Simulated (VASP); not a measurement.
Here is a VASP 6.6.1 calculation.

File INCAR:

```
SYSTEM = LaIn
PREC = Accurate
ENCUT = 600
EDIFF = 1E-7
ISMEAR = -1
SIGMA = 0.05
LREAL = .FALSE.
LASPH = .TRUE.
NELM = 80
ALGO = Normal
ISIF = 3
LWAVE = .FALSE.
LCHARG = .FALSE.
GGA = B5
ALDAX = 1.0
AGGAX = 1.0
AGGAC = 1.0
ALDAC = 0.0
IVDW = 12
VDW_S6 = 1.0
VDW_S8 = 2.6996
VDW_A1 = 0.4298
VDW_A2 = 4.2359
IBRION = 2
NSW = 80
EDIFFG = -0.01
```

KPOINTS

```
Automatic mesh
0
G
  7 7 7
  0 0 0
```

The input POSCAR:

```
LaIn
1.0
    3.9540770000      0.0000000000      0.0000000000
    0.0000000000      3.9540770000      0.0000000000
    0.0000000000      0.0000000000      3.9540770000
La In
1 1
Direct
    0.5000000000      0.5000000000      0.5000000000
    0.0000000000      0.0000000000      0.0000000000
```

Potentials or basis: VASP PAW PBE potentials, release 64 (La, In_d).

Command:

```bash
$ cat potpaw_PBE.64/La/POTCAR potpaw_PBE.64/In_d/POTCAR > POTCAR
$ mpirun -np 1 vasp_std > vasp.out
```

Task: What does it give for the dispersion energy per atom?

Result: -0.989 eV.

Task: What does it give for the relaxed volume?

Result: 29.80 Å³/atom.

Task: Predict the space group after relaxing (to 0.1 Å).

Result: Pm-3m (No. 221).

Step by step:
| step | energy change (eV) | largest force (eV/Å) | pressure (GPa) | volume (Å³) |
| --- | --- | --- | --- | --- |
| 1 | 0.0000 | 0.0000 | 3.70 | 61.82 |
| 2 | 0.1272 | 0.0000 | -5.39 | 68.43 |
| 3 | 0.0124 | 0.0000 | -3.40 | 64.30 |
| 4 | -0.0106 | 0.0000 | -2.64 | 63.08 |
| 5 | -0.0202 | 0.0000 | -2.22 | 62.45 |
| 6 | -0.0243 | 0.0000 | -2.00 | 62.13 |
| 7 | -0.0262 | 0.0000 | -1.89 | 61.98 |
| 8 | -0.0271 | 0.0000 | -1.84 | 61.90 |
| 9 | -0.0276 | 0.0000 | -1.81 | 61.86 |
| 10 | -0.0278 | 0.0000 | -1.79 | 61.84 |
| 11 | -0.0279 | 0.0000 | -1.79 | 61.83 |
| 12 | -0.0280 | 0.0000 | -1.78 | 61.83 |
| 13 | -0.0280 | 0.0000 | -1.78 | 61.82 |
| 14 | -0.0280 | 0.0000 | -1.78 | 61.82 |
| 15 | -0.0280 | 0.0000 | -1.78 | 61.82 |
| 16 | -0.0280 | 0.0000 | -1.78 | 61.82 |
| 17 | -0.0280 | 0.0000 | -1.78 | 61.82 |
| 18 | -0.0280 | 0.0000 | -1.78 | 61.82 |
| 19 | -0.0280 | 0.0000 | -1.78 | 61.82 |
| 20 | -0.0406 | 0.0000 | 0.18 | 59.40 |
| 21 | -0.0407 | 0.0000 | 0.00 | 59.60 |

Caveat: the PAW data sets were made with another functional, which shifts forces and pressure a little.
